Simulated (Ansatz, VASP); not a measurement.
## One calculation of TiB, two programs

```xyz
2
Lattice="0.0000 2.2447 2.2447 2.2447 0.0000 2.2447 2.2447 2.2447 0.0000" Properties=species:S:1:pos:R:3 pbc="T T T"
Ti    0.0000    0.0000    0.0000
B     2.2447    2.2447    2.2447
```

Alike in both runs: functional PBEsol; k mesh 16 × 16 × 16; occupations gaussian, width 0.1 eV; no spin polarisation.

Ansatz relaxed the structure, and its values are those at the end. VASP's run is a single point on that final structure, the one shown.

|  | VASP | Ansatz |
| --- | --- | --- |
| version | VASP 6.6.1 | Ansatz 0.2.0 |
| potentials or method | VASP PAW PBE potentials, release 64 (Ti_sv, B), cutoff 520 eV | scalar-relativistic, plane waves, PAW |
| valence electrons in the cell | 15 | 15 |

VASP gave:

| Quantity | Value |
| --- | --- |
| gap on the k mesh at the Fermi level (eV) | none |
| pressure (GPa) | 0.2 |

Question: Estimate Ansatz's values.

Answer: gap on the k mesh at the Fermi level (eV): none; pressure (GPa): 0.0.

VASP's potentials were made for PBE, not for PBEsol. A gap of «none» marks a metal or a gap that the smearing closes.
